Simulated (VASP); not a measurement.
Nb: electric field gradients with LDA

The system is Nb.

```
CELL_PARAMETERS angstrom
0.00000 2.08642 2.08642
2.08642 0.00000 2.08642
2.08642 2.08642 0.00000
ATOMIC_POSITIONS crystal
Nb 0.00000 0.00000 0.00000
```

This cell differs from its parent crystal: volume scaled by 0.96.

| Quantity | Value |
| --- | --- |
| Program | VASP 6.6.1 |
| Task | electric field gradients |
| Functional | LDA |
| Potentials or basis | VASP PAW LDA potentials, release 64 (Nb_sv) |
| Cutoff | 520 eV |
| k mesh | 13 × 13 × 13 |
| Occupations | fermi-dirac, width 0.03 eV |
| Spin | no spin polarisation |
| Dipole correction | no |
| Further INCAR settings | ALGO = Normal; EDIFF = 1e-08; NBANDS = 12 |

The pressure is -4.0 GPa.

Levels at points of the mesh, in eV from the Fermi level:
```csv
k point,band 2,band 3,band 4,band 5,band 6,band 7,band 8,band 9,band 10,band 11
"(0.00, 0.00, 0.00)",-29.92,-29.92,-29.92,-6.26,0.07,0.07,0.07,2.77,2.77,11.93
```

Wall time 30 s on 1 thread of Intel Xeon 8259CL, with other jobs on the host, peak memory 0.14 GiB.

Caveat: without QUAD_EFG the Cq values of the log hold for a quadrupole moment of 1 mb, not for the nuclei.
